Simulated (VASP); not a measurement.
The system is Pd.

```
CELL_PARAMETERS angstrom
0.00000 1.94650 1.94650
1.94650 0.00000 1.94650
1.94650 1.94650 0.00000
ATOMIC_POSITIONS crystal
Pd 0.00000 0.00000 0.00000
```

Base run:

| Property | Result |
| --- | --- |
| Program | VASP 6.6.1 |
| Functional | PBE |
| Potentials or basis | VASP PAW PBE potentials, release 64 (Pd) |
| Cutoff | 520 eV |
| k mesh | 17 × 17 × 17 |
| Occupations | fermi-dirac, width 0.08 eV |
| Spin | collinear spin |
| Starting moments | [1.2] μB |
| Fixed moment | 1.2 μB |

Its results: pressure 13.8 GPa; site moments Pd +1.15 μB.

The run is repeated on the same cell with these changes: fixed moment from 1.2 μB to 0.5 μB; moments at the start from [1.2] to [0.5]. What comes out?

Pressure 7.7 GPa; site moments Pd +0.50 μB.

Caveats: the cell stands under pressure; the total moment is fixed, so each spin has its own Fermi level.
